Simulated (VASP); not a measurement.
The system is In3Se.

```
CELL_PARAMETERS angstrom
4.80376 0.00000 0.00000
0.00000 4.80376 0.00000
0.00000 0.00000 4.80376
ATOMIC_POSITIONS crystal
In 0.50000 0.50000 0.00000
In 0.50000 0.00000 0.50000
In 0.00000 0.50000 0.50000
Se 0.00000 0.00000 0.00000
```

* Program: VASP 6.6.1
* Task: relaxation of cell and atoms
* Functional: PBEsol
* Dispersion: D3(BJ)
* Potentials or basis: VASP PAW PBE potentials, release 64 (In_d, Se)
* Cutoff: 600 eV
* k mesh: 6 × 6 × 6
* Occupations: fermi-dirac, width 0.05 eV
* Spin: no spin polarisation

At the start: pressure -4.9 GPa; volume 27.71 Å³/atom.

Task: Where does the relaxation end?

Result: Over 3 steps the energy falls by 60.4 meV/atom and the volume is 24.26 Å³/atom (-12.5 %); space group Pm-3m (No. 221, to 0.1 Å) before and after.

The path:
| step | energy change (eV) | largest force (eV/Å) | pressure (GPa) | volume (Å³) |
| --- | --- | --- | --- | --- |
| 1 | 0.0000 | 0.0000 | -4.87 | 110.85 |
| 2 | -0.2404 | 0.0000 | -0.45 | 97.88 |
| 3 | -0.2418 | 0.0000 | -0.05 | 97.04 |

Final structure:
```
CELL_PARAMETERS angstrom
4.59537 0.00000 0.00000
0.00000 4.59537 0.00000
0.00000 0.00000 4.59537
ATOMIC_POSITIONS crystal
In 0.50000 0.50000 0.00000
In 0.50000 0.00000 0.50000
In 0.00000 0.50000 0.50000
Se 0.00000 0.00000 0.00000
```

Caveat: the PAW data sets were made with another functional, which shifts forces and pressure a little.
